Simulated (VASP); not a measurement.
# CdIn3 (Fm-3m) in VASP: a series of runs

CdIn3 is run at these levels: LDA; tasks: single point.

Everything below comes from runs of VASP 6.6.1. Logs are shortened: lines on timing, memory, paths and dates and some standing lists are left out, and cuts for length are marked.

## Step 1: The cell of the first run

The structure is cubic, space group Fm-3m (No. 225). The conventional cell has a = 7.451 Å, b = 7.451 Å, c = 7.451 Å, α = 90.00°, β = 90.00°, γ = 90.00°. Cd (site symmetry m-3m) has 14 In at 3.23 to 3.73 Å within 4.2 Å. Within 4.2 Å of In (site symmetry -43m) lie 4 Cd at 3.23 Å and 10 In at 3.23 to 3.73 Å. Within 4.2 Å of In (site symmetry m-3m) lie 8 In at 3.23 Å and 6 Cd at 3.73 Å.

## Step 2: Single point, LDA

Input file INCAR:

```
PREC = Accurate
ENCUT = 520
EDIFF = 1E-6
ISMEAR = 0
SIGMA = 0.3
LREAL = False
LASPH = True
NELM = 100
ALGO = Normal
ISIF = 2
LWAVE = False
LCHARG = False
GGA = CA
NBANDS = 34
```

Input file KPOINTS:

```
Automatic mesh
0
Gamma
  5 5 5
```

Input file POSCAR:

```
CdIn3
1.0
    5.2687120000      0.0000000000      0.0000000000
    2.6343560000      4.5628384372      0.0000000000
    2.6343560000      1.5209461457      4.3018853339
Cd In
1 3
Direct
    0.0000000000      0.0000000000      0.0000000000
    0.2500000000      0.2500000000      0.2500000000
    0.7500000000      0.7500000000      0.7500000000
    0.5000000000      0.5000000000      0.5000000000
```

Potentials or basis: VASP PAW LDA potentials, release 64 (Cd, In_d).

Run with:

```console
$ cat potpaw_LDA.64/Cd/POTCAR potpaw_LDA.64/In_d/POTCAR > POTCAR
$ mpirun -np 1 vasp_std > vasp.out
```

OUTCAR:

```text
PREC = Accurate
   ENCUT = 520
   EDIFF = 1E-6
   ISMEAR = 0
   LREAL = False
   LASPH = True
   NELM = 100
   ISIF = 2
   GGA = CA

 ion  position               nearest neighbor table
   1  0.000  0.000  0.000-   3 3.23   2 3.23   3 3.23   2 3.23   2 3.23   3 3.23   3 3.23   2 3.23
                             4 3.73   4 3.73   4 3.73   4 3.73   4 3.73   4 3.73
   2  0.250  0.250  0.250-   1 3.23   4 3.23   4 3.23   1 3.23   4 3.23   1 3.23   1 3.23   4 3.23
                             3 3.73   3 3.73   3 3.73   3 3.73   3 3.73   3 3.73
   3  0.750  0.750  0.750-   4 3.23   1 3.23   4 3.23   1 3.23   1 3.23   4 3.23   4 3.23   1 3.23
                             2 3.73   2 3.73   2 3.73   2 3.73   2 3.73   2 3.73
   4  0.500  0.500  0.500-   2 3.23   3 3.23   3 3.23   2 3.23   3 3.23   2 3.23   2 3.23   3 3.23
                             1 3.73   1 3.73   1 3.73   1 3.73   1 3.73   1 3.73

  LATTYP: Found a face centered cubic cell.
 ALAT       =     7.4510839666

  Lattice vectors:

 A1 = (   5.2687120000,   0.0000000000,   0.0000000000)
 A2 = (   2.6343560000,   4.5628384372,   0.0000000000)
 A3 = (   2.6343560000,   1.5209461457,   4.3018853339)

Analysis of symmetry for initial positions (statically):
=====================================================================
 Subroutine PRICEL returns:
 Original cell was already a primitive cell.

 Routine SETGRP: Setting up the symmetry group for a
 face centered cubic supercell.

 Subroutine GETGRP returns: Found 48 space group operations
 (whereof 48 operations were pure point group operations)
 out of a pool of 48 trial point group operations.

The static configuration has the point symmetry O_h .

Analysis of symmetry for dynamics (positions and initial velocities):
=====================================================================
 Subroutine PRICEL returns:
 Original cell was already a primitive cell.

 Routine SETGRP: Setting up the symmetry group for a
 face centered cubic supercell.

 Subroutine GETGRP returns: Found 48 space group operations
 (whereof 48 operations were pure point group operations)
 out of a pool of 48 trial point group operations.

The dynamic configuration has the point symmetry O_h .

 Subroutine INISYM returns: Found 48 space group operations
 (whereof 48 operations are pure point group operations),
 and found     1 'primitive' translations

----------------------------------------------------------------------------------------

                                     Primitive cell

  volume of cell :     103.4185

  direct lattice vectors                    reciprocal lattice vectors
     5.268712000  0.000000000  0.000000000     0.189799708 -0.109580913 -0.077485406
     2.634356000  4.562838437  0.000000000     0.000000000  0.219161825 -0.077485406
     2.634356000  1.520946146  4.301885334     0.000000000  0.000000000  0.232456219

  length of vectors
     5.268712000  5.268712000  5.268712000     0.232456219  0.232456219  0.232456219

  position of ions in fractional coordinates (direct lattice)
     0.000000000  0.000000000  0.000000000
     0.250000000  0.250000000  0.250000000
     0.750000000  0.750000000  0.750000000
     0.500000000  0.500000000  0.500000000

  ion indices of the primitive-cell ions
   primitive index   ion index
                 1           1
                 2           2
                 3           3
                 4           4

----------------------------------------------------------------------------------------

 KPOINTS: Automatic mesh

Automatic generation of k-mesh.
 Grid dimensions read from file:
 generate k-points for:    5    5    5

 Generating k-lattice:

  Cartesian coordinates                     Fractional coordinates (reciprocal lattice)
     0.037959942 -0.021916183 -0.015497081     0.200000000  0.000000000  0.000000000
     0.000000000  0.043832365 -0.015497081     0.000000000  0.200000000  0.000000000
     0.000000000  0.000000000  0.046491244     0.000000000  0.000000000  0.200000000

  Length of vectors
     0.046491244  0.046491244  0.046491244

  Shift w.r.t. Gamma in fractional coordinates (k-lattice)
     0.000000000  0.000000000  0.000000000

 Subroutine IBZKPT returns following result:
 ===========================================

 Found     10 irreducible k-points:

 Following reciprocal coordinates:
            Coordinates               Weight
  0.000000  0.000000  0.000000      1.000000
  0.200000  0.000000  0.000000      8.000000
  0.400000  0.000000  0.000000      8.000000
  0.200000  0.200000  0.000000      6.000000
  0.400000  0.200000  0.000000     24.000000
 -0.400000  0.200000 -0.000000     24.000000
 -0.200000  0.200000 -0.000000     12.000000
  0.400000  0.400000  0.000000      6.000000
 -0.400000  0.400000 -0.000000     12.000000
 -0.400000  0.400000  0.200000     24.000000
   k-points           NKPTS =     10   k-points in BZ     NKDIM =     10   number of bands    NBANDS=     34
   number of dos      NEDOS =    301   number of ions     NIONS =      4
   total plane-waves  NPLWV =  64000
   dimension x,y,z NGX =    40 NGY =   40 NGZ =   40
   dimension x,y,z NGXF=    80 NGYF=   80 NGZF=   80
   ions per type =               1   3
   NGX,Y,Z   is equivalent  to a cutoff of  12.62, 12.62, 12.62 a.u.
   NGXF,Y,Z  is equivalent  to a cutoff of  25.24, 25.24, 25.24 a.u.
 SYSTEM =  unknown system
   PREC   = accura    normal or accurate (medium, high low for compatibility)
   ISTART =      0    job   : 0-new  1-cont  2-samecut
   ICHARG =      2    charge: 1-file 2-atom 10-const
   ISPIN  =      1    spin polarized calculation?
   LNONCOLLINEAR =      F non collinear calculations
   LSORBIT =      F    spin-orbit coupling
   LASPH  =      T    aspherical Exc in radial PAW
   ENCUT  =  520.0 eV  38.22 Ry    6.18 a.u.   9.80  9.80  9.80*2*pi/ulx,y,z
   NELM   =    100;   NELMIN=  2; NELMDL= -5     # of ELM steps
   EDIFF  = 0.1E-05   stopping-criterion for ELM
   LREAL  =      F    real-space projection
   EDIFFG = 0.1E-04   stopping-criterion for IOM
   NSW    =      0    number of steps for IOM
   IBRION =     -1    ionic relax: 0-MD 1-quasi-New 2-CG
   NFREE  =      0    steps in history (QN), initial steepest desc. (CG)
   ISIF   =      2    stress and relaxation
   ISYM   =      2    0-nonsym 1-usesym 2-fastsym
   POTIM  = 0.5000    time-step for ionic-motion
   TEBEG  =    0.0;   TEEND  =   0.0 temperature during run
   PSTRESS=    0.0 pullay stress
   NELECT =      51.0000    total number of electrons
   NUPDOWN=      -1.0000    fix difference up-down
   EMIN   =  10.00;   EMAX   =-10.00  energy-range for DOS
   EFERMI =   0.00;   METHOD = LEGACY
   ISMEAR =     0;   SIGMA  =   0.30  broadening in eV -4-tet -1-fermi 0-gaus
   EFERMI_NEDOS =   21; number of points for ismear=-14 and -15
   IALGO  =     38    algorithm
   IMIX   =      4    mixing-type and parameters
     AMIX     =   0.40;   BMIX     =  1.00
     AMIX_MAG =   1.60;   BMIX_MAG =  1.00
  volume/ion in A,a.u.               =      25.85       174.48
  Fermi-wavevector in a.u.,A,eV,Ry     =   1.293398  2.444167 22.760883  1.672878
  Thomas-Fermi vector in A             =   2.425046
   LORBIT       =      0    0 simple, 1 ext, 2 COOP (PROOUT), +10 PAW based schemes
   GGA     = CA    functional components
   LHFCALC =     F    Hartree Fock is set to
   AEXX    =    0.0000 exact exchange contribution
   IVDW    =     0    specifies the selected vdW correction
   LEPSILON=     F    determine dielectric tensor
   LRPA    =     F    only Hartree local field effects (RPA)
 non-spin polarized calculation
 Gauss-broadening in eV      SIGMA  =   0.30
  energy-cutoff  :      520.00
  volume of cell :      103.42
 maximum number of plane-waves:      2812
   NGX = 19   NGY = 19   NGZ = 19

 number of electron      51.0000008 magnetization

 Free energy of the ion-electron system (eV)
  ---------------------------------------------------
  ext. energy  EPLUGINS =         0.00000000
  ---------------------------------------------------
  free energy    TOTEN  =       -10.74090568 eV

  energy without entropy =      -10.60445891  energy(sigma->0) =      -10.67268230

 E-fermi :   5.9043     XC(G=0): -10.5565

 val. band max:        5.7400647357   @ k =   0.2000   0.0000   0.0000
 cond. band min:       5.9359813449   @ k =   0.4000   0.2000   0.0000
 fundamental gap:      0.1959166093
 Fermi energy:         5.9043255203

 k-point     1 :       0.0000    0.0000    0.0000
  band No.  band energies     occupation
      1      -8.7321      2.00000
      2      -8.7321      2.00000
      3      -8.6984      2.00000
      4      -8.6984      2.00000
      5      -8.6984      2.00000
      6      -8.5847      2.00000
[... 26 lines left out ...]
     33       7.9546      0.00000
     34      11.8228      0.00000

 k-point     2 :       0.2000    0.0000    0.0000
  band No.  band energies     occupation
      1      -8.7198      2.00000
      2      -8.7198      2.00000
      3      -8.7181      2.00000
      4      -8.7039      2.00000
      5      -8.7039      2.00000
      6      -8.5652      2.00000
[... 26 lines left out ...]
     33      10.7271      0.00000
     34      13.0647      0.00000

 k-point     3 :       0.4000    0.0000    0.0000
  band No.  band energies     occupation
      1      -8.7450      2.00000
      2      -8.7450      2.00000
      3      -8.7111      2.00000
      4      -8.6452      2.00000
      5      -8.6452      2.00000
      6      -8.5383      2.00000
[... 26 lines left out ...]
     33      12.9630      0.00000
     34      12.9635      0.00000
[... 186 lines left out ...]
 k-point     9 :      -0.4000    0.4000   -0.0000
  band No.  band energies     occupation
      1      -8.7600      2.00000
      2      -8.7473      2.00000
      3      -8.7088      2.00000
      4      -8.6770      2.00000
      5      -8.5871      2.00000
      6      -8.5773      2.00000
[... 26 lines left out ...]
     33      12.9176      0.00000
     34      13.5877      0.00000

 k-point    10 :      -0.4000    0.4000    0.2000
  band No.  band energies     occupation
      1      -8.7514      2.00000
      2      -8.7451      2.00000
      3      -8.7155      2.00000
      4      -8.6603      2.00000
      5      -8.6218      2.00000
      6      -8.5610      2.00000
[... 26 lines left out ...]
     33      12.5904      0.00000
     34      13.7691      0.00000

------------------------ aborting loop because EDIFF is reached ----------------------------------------

  FORCE on cell =-STRESS in cart. coord.  units (eV):
  Direction    XX          YY          ZZ          XY          YZ          ZX
  --------------------------------------------------------------------------------------
  -------------------------------------------------------------------------------------
  Total       -2.0211112     -2.0211112     -2.0211112     -0.0000000      0.0000000      0.0000000
  in kB      -31.3113946    -31.3113946    -31.3113946     -0.0000000      0.0000000      0.0000000
  external PRESSURE =     -31.3113946 kB  Pullay stress =       0.0000000 kB

 VOLUME and BASIS-vectors are now :
 -----------------------------------------------------------------------------
  energy-cutoff  :      520.00
  volume of cell :      103.42
      direct lattice vectors                 reciprocal lattice vectors
     5.268712000  0.000000000  0.000000000     0.189799708 -0.109580913 -0.077485406
     2.634356000  4.562838437  0.000000000     0.000000000  0.219161825 -0.077485406
     2.634356000  1.520946146  4.301885334     0.000000000  0.000000000  0.232456219

 POSITION                                       TOTAL-FORCE (eV/Angst)
 -----------------------------------------------------------------------------------
      0.00000      0.00000      0.00000         0.000000      0.000000      0.000000
      2.63436      1.52095      1.07547         0.000000     -0.000000      0.000000
      7.90307      4.56284      3.22641        -0.000000      0.000000     -0.000000
      5.26871      3.04189      2.15094         0.000000      0.000000      0.000000
 -----------------------------------------------------------------------------------
    total drift:                                0.000000     -0.000000     -0.000000

  FREE ENERGIE OF THE ION-ELECTRON SYSTEM (eV)
  ---------------------------------------------------
  free  energy   TOTEN  =       -10.7409056828 eV

  energy  without entropy=      -10.6044589117  energy(sigma->0) =      -10.67268230
```

Wall time 56 s (1 thread of Intel Xeon 8259CL, shared host); peak memory 0.21 GiB.

What came out:

- Free energy: -10.7409 eV
- Pressure: -3.1 GPa
- Band gap on the k mesh: zero (an odd number of electrons rules out a gap without spin polarisation)

Levels at points of the mesh, in eV from the Fermi level:
```csv
k point,band 21,band 22,band 23,band 24,band 25,band 26,band 27,band 28,band 29,band 30
"(0.00, 0.00, 0.00)",-8.60,-2.30,-1.39,0.49,0.49,0.49,0.55,0.55,0.55,1.86
```

Caveat: the cell stands under tension; so wide a smearing shifts energies and pressures; spin-orbit coupling is left out, which moves the levels of the heavy elements.

## Step 3: Single point, LDA

Input file INCAR:

```
ALGO     = Normal         # electronic algorithm
EDIFF    = 1E-6           # SCF threshold, eV
ENCUT    = 520            # plane-wave cutoff, eV
ISIF     = 2              # what is computed and relaxed
ISMEAR   = 0              # smearing method
LASPH    = T              # aspherical terms in the spheres
LCHARG   = F              # write CHGCAR
LREAL    = F              # projectors in reciprocal space
LWAVE    = F              # write WAVECAR
NBANDS   = 34             # bands
NELM     = 60             # most SCF steps
PREC     = Accurate       # precision mode
SIGMA    = 0.2            # smearing width, eV
```

Input file KPOINTS:

```
k-points
0
Gamma
  5 5 5
```

POSCAR is that of step 2.

Potentials or basis: VASP PAW LDA potentials, release 64 (Cd, In_d).

Run with:

```console
$ cat potpaw_LDA.64/Cd/POTCAR potpaw_LDA.64/In_d/POTCAR > POTCAR
$ mpirun -np 1 vasp_std > vasp.out
```

OUTCAR:

```text
EDIFF = 1E-6
   ENCUT = 520
   ISIF = 2
   ISMEAR = 0
   LASPH = T
   LREAL = F
   NELM = 60
   PREC = Accurate

 ion  position               nearest neighbor table
   1  0.000  0.000  0.000-   3 3.23   2 3.23   3 3.23   2 3.23   2 3.23   3 3.23   3 3.23   2 3.23
                             4 3.73   4 3.73   4 3.73   4 3.73   4 3.73   4 3.73
   2  0.250  0.250  0.250-   1 3.23   4 3.23   4 3.23   1 3.23   4 3.23   1 3.23   1 3.23   4 3.23
                             3 3.73   3 3.73   3 3.73   3 3.73   3 3.73   3 3.73
[... 559 lines left out ...]
  -------------------------------------------------------------------------------------
  Total       -2.0119074     -2.0119074     -2.0119074      0.0000000      0.0000000      0.0000000
  in kB      -31.1688071    -31.1688071    -31.1688071      0.0000000      0.0000000      0.0000000
  external PRESSURE =     -31.1688071 kB  Pullay stress =       0.0000000 kB

 VOLUME and BASIS-vectors are now :
 -----------------------------------------------------------------------------
  energy-cutoff  :      520.00
  volume of cell :      103.42
      direct lattice vectors                 reciprocal lattice vectors
     5.268712000  0.000000000  0.000000000     0.189799708 -0.109580913 -0.077485406
     2.634356000  4.562838437  0.000000000     0.000000000  0.219161825 -0.077485406
     2.634356000  1.520946146  4.301885334     0.000000000  0.000000000  0.232456219

 POSITION                                       TOTAL-FORCE (eV/Angst)
 -----------------------------------------------------------------------------------
      0.00000      0.00000      0.00000         0.000000      0.000000      0.000000
      2.63436      1.52095      1.07547        -0.000000      0.000000     -0.000000
      7.90307      4.56284      3.22641         0.000000     -0.000000      0.000000
      5.26871      3.04189      2.15094         0.000000      0.000000      0.000000
 -----------------------------------------------------------------------------------
    total drift:                                0.000000     -0.000000     -0.000000

  FREE ENERGIE OF THE ION-ELECTRON SYSTEM (eV)
  ---------------------------------------------------
  free  energy   TOTEN  =       -10.7008345294 eV

  energy  without entropy=      -10.6305503544  energy(sigma->0) =      -10.66569244
```

stdout:

```text
POSCAR found type information on POSCAR CdIn
 POSCAR found :  2 types and       4 ions
 scaLAPACK will be used
 LDA part: xc-table for (Slater(with rela. corr.)+CA(PZ))
 , standard interpolation
 POSCAR, INCAR and KPOINTS ok, starting setup
 FFT: planning ... GRIDC
 FFT: planning ... GRID_SOFT
 FFT: planning ... GRID
 WAVECAR not read
 entering main loop
```

It took 55 s on 1 thread of Intel Xeon 8259CL, shared host; peak memory 0.21 GiB.

What came out:

| Item | Value |
| --- | --- |
| Free energy | -10.7008 eV |
| Pressure | -3.1 GPa |
| Band gap on the k mesh | zero (an odd number of electrons rules out a gap without spin polarisation) |

Caveat: the cell stands under tension; spin-orbit coupling is left out, which moves the levels of the heavy elements.

[end of part 1 of 2]

The gap in the log of VASP goes by the Fermi energy; the results here count the filled bands.